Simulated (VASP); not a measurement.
A run of VASP 6.6.1 is set up as follows.

Contents of INCAR:

```
SYSTEM = Cd2S5
PREC = Accurate ; ENCUT = 540
EDIFF = 1E-6 ; ISMEAR = 0
SIGMA = 0.1 ; LREAL = .False.
LASPH = .True. ; NELM = 120
ALGO = Normal ; ISIF = 2
LWAVE = .False. ; LCHARG = .False.
GGA = PE ; NBANDS = 44
GGA_COMPAT = .False.
```

Contents of KPOINTS:

```
Automatic mesh
0
Gamma
  4 4 2
  0 0 0
```

POSCAR

```
Cd2S5
1.0
   -3.2037658590      2.7687499071      0.0178427918
   -3.2037658590     -2.7687499071      0.0178427918
   -1.0277459847      0.0000000000     10.2064147905
Cd S
2 5
Direct
    0.5579552259      0.9488967893      0.8557703202
    0.0511032107      0.4420447741      0.1442296798
    0.8828360291      0.9358195756      0.2793793843
    0.1063379399      0.6627933749      0.4433664538
    0.3372066251      0.8936620601      0.5566335462
    0.0641804244      0.1171639709      0.7206206157
    0.5683805450      0.4316194550      0.0000000000
```

Potentials or basis: VASP PAW PBE potentials, release 64 (Cd_sv_GW, S).

The run is started by

```console
$ cat potpaw_PBE.64/Cd_sv_GW/POTCAR potpaw_PBE.64/S/POTCAR > POTCAR
$ mpirun -np 1 vasp_std > vasp.out
```

Problem. Predict the pressure.

Solution. -0.7 GPa.

Problem. Predict the band gap on the k mesh.

Solution. 0.98 eV, direct.

Stress tensor (GPa, compression positive):
```
-0.70  0.00  0.14
 0.00 -0.65  0.00
 0.14  0.00 -0.88
```

A k mesh can miss the band edges. A hybrid or GW would open this gap; PBE tends to underestimate it.
